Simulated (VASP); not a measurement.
Set up this calculation in VASP 6.6.1, as the native input.

| Quantity | Value |
| --- | --- |
| Task | single point |
| Functional | PBEsol |
| Potentials or basis | VASP PAW PBE potentials, release 64 (Zn, Re) |
| Cutoff | 520 eV |
| k mesh | 16 × 16 × 9 |
| Occupations | fermi-dirac, width 0.08 eV |
| Spin | collinear spin |
| Starting moments | [0.0, 0.8] μB |
| Fixed moment | 0.8 μB |
| Dipole correction | no |
| Further INCAR settings | ALGO = Normal; EDIFF = 1e-06; NBANDS = 20 |

The structure of ZnRe lies in POSCAR:

```
ZnRe
1.0
    2.7482183437      0.0000000000      0.0000000000
   -1.3741091718      2.3800269008      0.0000000000
    0.0000000000      0.0000000000      4.4940660000
Zn Re
1 1
Direct
    0.0000000000      0.0000000000      0.0000000000
    0.3333333333      0.6666666667      0.5000000000
```

The input as run:

INCAR

```
SYSTEM = ZnRe
  PREC = Accurate
  ENCUT = 520
  EDIFF = 1E-6
  ISMEAR = -1
  SIGMA = 0.08
  LREAL = .False.
  LASPH = .True.
  NELM = 150
  ALGO = Normal
  ISIF = 2
  LWAVE = .False.
  LCHARG = .False.
  ISPIN = 2
  MAGMOM = 0 0.8
  LORBIT = 11
  NUPDOWN = 0.8
  LMAXMIX = 4
  GGA = PS
  NBANDS = 20
```

KPOINTS

```
Automatic mesh
0
Gamma
  16 16 9
  0 0 0
```

Potentials or basis: VASP PAW PBE potentials, release 64 (Zn, Re).

Launch:

```sh
$ cat potpaw_PBE.64/Zn/POTCAR potpaw_PBE.64/Re/POTCAR > POTCAR
$ mpirun -np 1 vasp_std > vasp.out
```

Results of the run:

```json
{
 "Pressure": "-7.3 GPa",
 "Net moment": "0.80 μB per cell",
 "Site moments": "Zn +0.04; Re +0.69 μB",
 "Valence electrons inside the program's atomic spheres": "Zn 10.89; Re 5.92"
}
```

Caveat: the cell stands under tension; the PAW data sets were made with another functional, which shifts forces and pressure a little; the total moment is fixed, so each spin has its own Fermi level and the state may be an excited one.

Wall time 60 s on 1 thread of Intel(R) Xeon(R) 6975P-C (Granite Rapids), with other jobs on the host, peak memory 0.26 GiB.
